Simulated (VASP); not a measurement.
# Ti (Fm-3m) in VASP: notebook

The runs below take Ti through single point, with PBEsol-based screened hybrid with 25 % exact exchange, r2SCAN0, r2SCANh.

Program: VASP 6.6.1. These are calculated values, not measurements. Logs are shortened: lines on timing, memory, paths and dates and some standing lists are left out, and cuts for length are marked.

## Step 1: The cell of the first run

Symmetry: Fm-3m, No. 225, cubic system. Conventional cell: a = 4.060 Å, b = 4.060 Å, c = 4.060 Å, α = 90.00°, β = 90.00°, γ = 90.00°. Ti (site symmetry m-3m) has 12 Ti at 2.87 Å within 3.8 Å.

This isn't the form of Ti at room conditions, which is hcp.

## Step 2: Single point, PBEsol-based screened hybrid with 25 % exact exchange

File POSCAR:

```
Ti
1.0
    0.0000000000      2.0300000000      2.0300000000
    2.0300000000      0.0000000000      2.0300000000
    2.0300000000      2.0300000000      0.0000000000
Ti
1
Direct
    0.0000000000      0.0000000000      0.0000000000
```

File INCAR.step1:

```
  PREC = Accurate
  ENCUT = 520
  EDIFF = 1E-5
  ISMEAR = -1
  SIGMA = 0.05
  LREAL = F
  LASPH = T
  NELM = 80
  ALGO = Normal
  ISIF = 2
  LWAVE = T
  NBANDS = 12
  GGA = PE
```

File INCAR.step2:

```
  PREC = Accurate
  ENCUT = 520
  EDIFF = 1E-7
  ISMEAR = -1
  SIGMA = 0.05
  LREAL = F
  LASPH = T
  NELM = 80
  ALGO = Normal
  ISIF = 2
  LWAVE = F
  LCHARG = T
  GGA = PS
  LHFCALC = T
  AEXX = 0.25
  HFSCREEN = 0.207
  PRECFOCK = Normal
  LELF = T
  LVHAR = T
  NBANDS = 12
  ISTART = 1
```

File KPOINTS:

```
Automatic mesh
0
Gamma
  6 6 6
```

Potentials or basis: VASP PAW PBE potentials, release 64 (Ti_sv).

Command:

```sh
cat potpaw_PBE.64/Ti_sv/POTCAR > POTCAR
cp INCAR.step1 INCAR
mpirun -np 1 vasp_std > vasp.out
cp INCAR.step2 INCAR
mpirun -np 1 vasp_std > vasp.out
```

OUTCAR:

```text
PREC = Accurate
   ENCUT = 520
   EDIFF = 1E-7
   ISMEAR = -1
   LREAL = F
   LASPH = T
   NELM = 80
   ISIF = 2
   GGA = PS
   LHFCALC = T
   AEXX = 0.25
   HFSCREEN = 0.207
   PRECFOCK = Normal
   ISTART = 1

 ion  position               nearest neighbor table
   1  0.000  0.000  0.000-

  LATTYP: Found a face centered cubic cell.
 ALAT       =     4.0600000000

  Lattice vectors:

 A1 = (   0.0000000000,   2.0300000000,   2.0300000000)
 A2 = (   2.0300000000,   0.0000000000,   2.0300000000)
 A3 = (   2.0300000000,   2.0300000000,   0.0000000000)

Analysis of symmetry for initial positions (statically):
=====================================================================
 Subroutine PRICEL returns:
 Original cell was already a primitive cell.

 Routine SETGRP: Setting up the symmetry group for a
 face centered cubic supercell.

 Subroutine GETGRP returns: Found 48 space group operations
 (whereof 48 operations were pure point group operations)
 out of a pool of 48 trial point group operations.

The static configuration has the point symmetry O_h .

Analysis of symmetry for dynamics (positions and initial velocities):
=====================================================================
 Subroutine PRICEL returns:
 Original cell was already a primitive cell.

 Routine SETGRP: Setting up the symmetry group for a
 face centered cubic supercell.

 Subroutine GETGRP returns: Found 48 space group operations
 (whereof 48 operations were pure point group operations)
 out of a pool of 48 trial point group operations.

The dynamic configuration has the point symmetry O_h .

 Subroutine INISYM returns: Found 48 space group operations
 (whereof 48 operations are pure point group operations),
 and found     1 'primitive' translations

----------------------------------------------------------------------------------------

                                     Primitive cell

  volume of cell :      16.7309

  direct lattice vectors                    reciprocal lattice vectors
     0.000000000  2.030000000  2.030000000    -0.246305419  0.246305419  0.246305419
     2.030000000  0.000000000  2.030000000     0.246305419 -0.246305419  0.246305419
     2.030000000  2.030000000  0.000000000     0.246305419  0.246305419 -0.246305419

  length of vectors
     2.870853532  2.870853532  2.870853532     0.426613499  0.426613499  0.426613499

  position of ions in fractional coordinates (direct lattice)
     0.000000000  0.000000000  0.000000000

  ion indices of the primitive-cell ions
   primitive index   ion index
                 1           1

----------------------------------------------------------------------------------------

 KPOINTS: Automatic mesh

Automatic generation of k-mesh.
 Grid dimensions read from file:
 generate k-points for:    6    6    6

 Generating k-lattice:

  Cartesian coordinates                     Fractional coordinates (reciprocal lattice)
    -0.041050903  0.041050903  0.041050903     0.166666667  0.000000000  0.000000000
     0.041050903 -0.041050903  0.041050903     0.000000000  0.166666667  0.000000000
     0.041050903  0.041050903 -0.041050903     0.000000000  0.000000000  0.166666667

  Length of vectors
     0.071102250  0.071102250  0.071102250

  Shift w.r.t. Gamma in fractional coordinates (k-lattice)
     0.000000000  0.000000000  0.000000000

 Subroutine IBZKPT returns following result:
 ===========================================

 Found     16 irreducible k-points:

 Following reciprocal coordinates:
            Coordinates               Weight
  0.000000  0.000000  0.000000      1.000000
  0.166667  0.000000  0.000000      8.000000
  0.333333  0.000000  0.000000      8.000000
  0.500000  0.000000  0.000000      4.000000
  0.166667  0.166667  0.000000      6.000000
  0.333333  0.166667  0.000000     24.000000
[... 8 lines left out ...]
 -0.333333  0.333333  0.166667     24.000000
 -0.333333  0.500000  0.166667     12.000000
   k-points           NKPTS =     16   k-points in BZ     NKDIM =    216   number of bands    NBANDS=     12
   number of dos      NEDOS =    301   number of ions     NIONS =      1
   total plane-waves  NPLWV =  13824
   dimension x,y,z NGX =    24 NGY =   24 NGZ =   24
   dimension x,y,z NGXF=    48 NGYF=   48 NGZF=   48
   ions per type =               1
   NGX,Y,Z   is equivalent  to a cutoff of  13.90, 13.90, 13.90 a.u.
   NGXF,Y,Z  is equivalent  to a cutoff of  27.80, 27.80, 27.80 a.u.
 SYSTEM =  unknown system
   PREC   = accura    normal or accurate (medium, high low for compatibility)
   ISTART =      1    job   : 0-new  1-cont  2-samecut
   ICHARG =      0    charge: 1-file 2-atom 10-const
   ISPIN  =      1    spin polarized calculation?
   LNONCOLLINEAR =      F non collinear calculations
   LSORBIT =      F    spin-orbit coupling
   LASPH  =      T    aspherical Exc in radial PAW
   ENCUT  =  520.0 eV  38.22 Ry    6.18 a.u.   5.34  5.34  5.34*2*pi/ulx,y,z
   NELM   =     80;   NELMIN=  2; NELMDL=  0     # of ELM steps
   EDIFF  = 0.1E-06   stopping-criterion for ELM
   LREAL  =      F    real-space projection
   EDIFFG = 0.1E-05   stopping-criterion for IOM
   NSW    =      0    number of steps for IOM
   IBRION =     -1    ionic relax: 0-MD 1-quasi-New 2-CG
   NFREE  =      0    steps in history (QN), initial steepest desc. (CG)
   ISIF   =      2    stress and relaxation
   ISYM   =      3    0-nonsym 1-usesym 2-fastsym
   POTIM  = 0.5000    time-step for ionic-motion
   TEBEG  =    0.0;   TEEND  =   0.0 temperature during run
   PSTRESS=    0.0 pullay stress
   NELECT =      12.0000    total number of electrons
   NUPDOWN=      -1.0000    fix difference up-down
   EMIN   =  10.00;   EMAX   =-10.00  energy-range for DOS
   EFERMI =   0.00;   METHOD = LEGACY
   ISMEAR =    -1;   SIGMA  =   0.05  broadening in eV -4-tet -1-fermi 0-gaus
   EFERMI_NEDOS =   21; number of points for ismear=-14 and -15
   IALGO  =     38    algorithm
   IMIX   =      1    mixing-type and parameters
     AMIX     =   0.40;   BMIX     =  1.00
     AMIX_MAG =   1.60;   BMIX_MAG =  1.00
  volume/ion in A,a.u.               =      16.73       112.91
  Fermi-wavevector in a.u.,A,eV,Ry     =   1.465421  2.769245 29.217967  2.147460
  Thomas-Fermi vector in A             =   2.581280
   LORBIT       =      0    0 simple, 1 ext, 2 COOP (PROOUT), +10 PAW based schemes
   GGA     = PS    functional components
   LHFCALC =     T    Hartree Fock is set to
   PRECFOCK=normal    Normal, Fast or Accurate (Low or Medium for compatibility)
   ENCUT4O =  -1.0   cutoff for four orbital integrals eV
   NKREDX  =     1    reduce k-point grid by
   NKREDY  =     1    reduce k-point grid by
   NKREDZ  =     1    reduce k-point grid by
   AEXX    =    0.2500 exact exchange contribution
   HFSCREEN=    0.2070 screening length (either q_TF or 0.3 A-1)
   HFSCREENC=   0.2070 screening length for correlation (either q_TF or 0.3 A-1)
   ENCUTFOCK=  -1.0 apply spherical cutoff to Coloumb kernel
   IVDW    =     0    specifies the selected vdW correction
   LEPSILON=     F    determine dielectric tensor
   LRPA    =     F    only Hartree local field effects (RPA)
 non-spin polarized calculation
  energy-cutoff  :      520.00
  volume of cell :       16.73
 maximum number of plane-waves:       464
 NGX is ok and might be reduce to    24
  NGX = 18; NGY = 18; NGZ = 18

 number of electron      12.0000002 magnetization

 Free energy of the ion-electron system (eV)
  ---------------------------------------------------
  ext. energy  EPLUGINS =         0.00000000
  ---------------------------------------------------
  free energy    TOTEN  =        -9.73860356 eV

  energy without entropy =       -9.72925144  energy(sigma->0) =       -9.73392750

 E-fermi :   8.5207     XC(G=0):  -9.7069

 val. band max:        8.4422983153   @ k =  -0.3333   0.3333   0.1667
 cond. band min:       8.6535621395   @ k =  -0.3333   0.3333   0.0000
 fundamental gap:      0.2112638241
 Fermi energy:         8.5207104110

 k-point     1 :       0.0000    0.0000    0.0000
  band No.  band energies     occupation
      1     -52.8474      2.00000
      2     -27.0504      2.00000
      3     -27.0504      2.00000
      4     -27.0504      2.00000
      5       1.0905      2.00000
      6       9.9404      0.00000
      7       9.9404      0.00000
      8       9.9404      0.00000
      9      12.1504      0.00000
     10      12.1504      0.00000
     11      24.7899      0.00000
     12      29.6777      0.00000

 k-point     2 :       0.1667    0.0000    0.0000
  band No.  band energies     occupation
      1     -52.8093      2.00000
      2     -27.2633      2.00000
      3     -27.0743      2.00000
      4     -27.0743      2.00000
      5       2.1021      2.00000
      6       9.1963      0.00000
      7      10.2225      0.00000
      8      10.2225      0.00000
      9      11.9809      0.00000
     10      11.9809      0.00000
     11      25.0013      0.00000
     12      26.1131      0.00000

 k-point     3 :       0.3333    0.0000    0.0000
  band No.  band energies     occupation
      1     -52.7321      2.00000
      2     -27.6768      2.00000
      3     -27.1214      2.00000
      4     -27.1214      2.00000
      5       4.3289      2.00000
      6       8.3492      1.93725
      7      10.1697      0.00000
      8      10.1697      0.00000
      9      12.5185      0.00000
     10      12.5185      0.00000
     11      20.6037      0.00000
     12      25.0245      0.00000
[... 166 lines left out ...]
 k-point    15 :      -0.3333    0.3333    0.1667
  band No.  band energies     occupation
      1     -52.6560      2.00000
      2     -27.6773      2.00000
      3     -27.4653      2.00000
      4     -27.2571      2.00000
      5       7.0639      2.00000
      6       7.1864      2.00000
      7       8.4423      1.65507
      8      11.3690      0.00000
      9      12.9550      0.00000
     10      16.3509      0.00000
     11      17.7501      0.00000
     12      22.4040      0.00000

 k-point    16 :      -0.3333    0.5000    0.1667
  band No.  band energies     occupation
      1     -52.6437      2.00000
      2     -27.6906      2.00000
      3     -27.4446      2.00000
      4     -27.3310      2.00000
      5       6.2802      2.00000
      6       7.0080      2.00000
      7       9.2362      0.00000
      8      12.0597      0.00000
      9      13.4169      0.00000
     10      16.3239      0.00000
     11      19.7170      0.00000
     12      20.3991      0.00000

------------------------ aborting loop because EDIFF is reached ----------------------------------------

  FORCE on cell =-STRESS in cart. coord.  units (eV):
  Direction    XX          YY          ZZ          XY          YZ          ZX
  --------------------------------------------------------------------------------------
  -------------------------------------------------------------------------------------
  Total        0.0135018      0.0135018      0.0135018      0.0000000      0.0000000     -0.0000000
  in kB        1.2929541      1.2929541      1.2929541      0.0000000      0.0000000     -0.0000000
  external PRESSURE =       1.2929541 kB  Pullay stress =       0.0000000 kB

 VOLUME and BASIS-vectors are now :
 -----------------------------------------------------------------------------
  energy-cutoff  :      520.00
  volume of cell :       16.73
      direct lattice vectors                 reciprocal lattice vectors
     0.000000000  2.030000000  2.030000000    -0.246305419  0.246305419  0.246305419
     2.030000000  0.000000000  2.030000000     0.246305419 -0.246305419  0.246305419
     2.030000000  2.030000000  0.000000000     0.246305419  0.246305419 -0.246305419

 POSITION                                       TOTAL-FORCE (eV/Angst)
 -----------------------------------------------------------------------------------
      0.00000      0.00000      0.00000        -0.000000      0.000000     -0.000000
 -----------------------------------------------------------------------------------
    total drift:                               -0.000000     -0.000000     -0.000000

  FREE ENERGIE OF THE ION-ELECTRON SYSTEM (eV)
  ---------------------------------------------------
  free  energy   TOTEN  =        -9.7386035579 eV

  energy  without entropy=       -9.7292514402  energy(sigma->0) =       -9.73392750
```

It took 18 min on 1 thread of Intel Xeon Platinum 8259CL at 2.50GHz (Skylake/Cascade Lake), shared host; peak memory 0.25 GiB.

What came out:

```yaml
Free_energy: -9.7386 eV
Pressure: 0.1 GPa
Band_gap_on_the_k_mesh: zero (bands 6 and 7 overlap by 1.50 eV)
```

Caveat: the k points lie up to 0.45 Å⁻¹ apart, too coarse for converged energies and pressures of a metal; the PAW data sets were made with another functional, which shifts forces and pressure a little.

## Step 3: Single point, r2SCAN0

POSCAR is that of step 2.

File INCAR.step1:

```
SYSTEM = Ti
PREC = Accurate ; ENCUT = 520
EDIFF = 1E-5 ; ISMEAR = -1
SIGMA = 0.05 ; LREAL = .FALSE.
LASPH = .TRUE. ; NELM = 60
ALGO = Normal ; ISIF = 2
LWAVE = .TRUE. ; NBANDS = 12
GGA = PE
```

File INCAR.step2:

```
SYSTEM = Ti
PREC = Accurate ; ENCUT = 520
EDIFF = 1E-6 ; ISMEAR = -1
SIGMA = 0.05 ; LREAL = .FALSE.
LASPH = .TRUE. ; NELM = 60
ALGO = Normal ; ISIF = 2
LWAVE = .FALSE. ; LCHARG = .TRUE.
METAGGA = R2SCAN ; LHFCALC = .TRUE.
AEXX = 0.25 ; LMIXTAU = .TRUE.
PRECFOCK = Normal ; LELF = .TRUE.
LVHAR = .TRUE. ; NBANDS = 12
ISTART = 1
```

File KPOINTS:

```
Automatic mesh
0
G
  6 6 6
  0 0 0
```

Potentials or basis: VASP PAW PBE potentials, release 64 (Ti_sv).

Command:

```sh
cat potpaw_PBE.64/Ti_sv/POTCAR > POTCAR
cp INCAR.step1 INCAR
mpirun -np 1 vasp_std > vasp.out
cp INCAR.step2 INCAR
mpirun -np 1 vasp_std > vasp.out
```

Wall time 16 min (1 thread of Intel Xeon Platinum 8259CL at 2.50GHz (Skylake/Cascade Lake), shared host); peak memory 0.16 GiB.

The run converged. Its results:

| Property | Result |
| --- | --- |
| Free energy | -14.3325 eV |
| Pressure | 3.9 GPa |
| Band gap on the k mesh | zero (bands 6 and 7 overlap by 2.15 eV) |

Levels at points of the mesh, in eV from the Fermi level:
```
           k point  band 4  band 5  band 6  band 7  band 8  band 9
(0.00, 0.00, 0.00)  -36.73   -7.93    2.08    2.08    2.08    4.48
(0.50, 0.00, 0.00)  -36.83   -3.61    0.59    2.13    2.13    5.43
(0.50, 0.50, 0.00)  -37.01   -3.37   -2.58    3.68    5.66    5.66
```

Caveat: the k points lie up to 0.45 Å⁻¹ apart, too coarse for converged energies and pressures of a metal; the PAW data sets were made with another functional, which shifts forces and pressure a little.

## Step 4: Single point, r2SCANh

POSCAR is that of step 3.

File INCAR.step1:

```
ALGO = Normal
EDIFF = 1E-5
ENCUT = 520
GGA = PE
ISIF = 2
ISMEAR = -1
LASPH = T
LCHARG = F
LREAL = F
LWAVE = T
NBANDS = 12
NELM = 60
PREC = Accurate
SIGMA = 0.05
```

File INCAR.step2:

```
AEXX = 0.1
ALGO = Normal
EDIFF = 1E-6
ENCUT = 520
ISIF = 2
ISMEAR = -1
ISTART = 1
LASPH = T
LCHARG = F
LHFCALC = T
LMIXTAU = T
LREAL = F
LWAVE = F
METAGGA = R2SCAN
NBANDS = 12
NELM = 60
PREC = Accurate
PRECFOCK = Normal
SIGMA = 0.05
```

File KPOINTS:

```
k-points
0
Gamma
  6 6 6
```

Command:

```sh
cat potpaw_PBE.64/Ti_sv/POTCAR > POTCAR
cp INCAR.step1 INCAR
mpirun -np 1 vasp_std > vasp.out
cp INCAR.step2 INCAR
mpirun -np 1 vasp_std > vasp.out
```

It took 15 min on 1 thread of Intel Xeon Platinum 8259CL at 2.50GHz (Skylake/Cascade Lake), shared host; peak memory 0.16 GiB.

The run converged. Its results:

| Item | Value |
| --- | --- |
| Free energy | -13.4363 eV |
| Pressure | 5.0 GPa |
| Band gap on the k mesh | zero (bands 6 and 7 overlap by 1.54 eV) |

Levels at points of the mesh, in eV from the Fermi level:
```tsv
k point	band 3	band 4	band 5	band 6	band 7	band 8	band 9	band 10
(0.00, 0.00, 0.00)	-34.93	-34.93	-7.08	1.45	1.45	1.45	3.54	3.54
(0.50, 0.00, 0.00)	-35.03	-35.03	-3.11	0.60	1.42	1.42	4.57	4.57
(0.50, 0.50, 0.00)	-35.21	-35.21	-3.02	-2.16	3.29	4.71	4.81	4.81
```

Caveat: the k points lie up to 0.45 Å⁻¹ apart, too coarse for converged energies and pressures of a metal; the PAW data sets were made with another functional, which shifts forces and pressure a little.

## Step 5: Summary

```csv
level,share of exact exchange,screening parameter,gap on the mesh (eV),pressure (GPa)
PBEsol-based screened hybrid with 25 % exact exchange,0.25,0.207 1/Å,none,0.1
r2SCAN0,0.25,-,none,3.9
r2SCANh,0.1,-,none,5.0
```

Alike in all rows: task single point; potentials or basis VASP PAW PBE potentials, release 64 (Ti_sv); no spin polarisation; cell as given; k mesh 6 × 6 × 6; cutoff (eV) 520; smearing fermi-dirac 0.05 eV.

Caveats: all runs use coarse meshes; the PAW data sets were made with another functional, which shifts forces and pressure a little.

Absolute energies hang on the potentials; compare differences alone.

The gap in the log of VASP goes by the Fermi energy; the results here count the filled bands.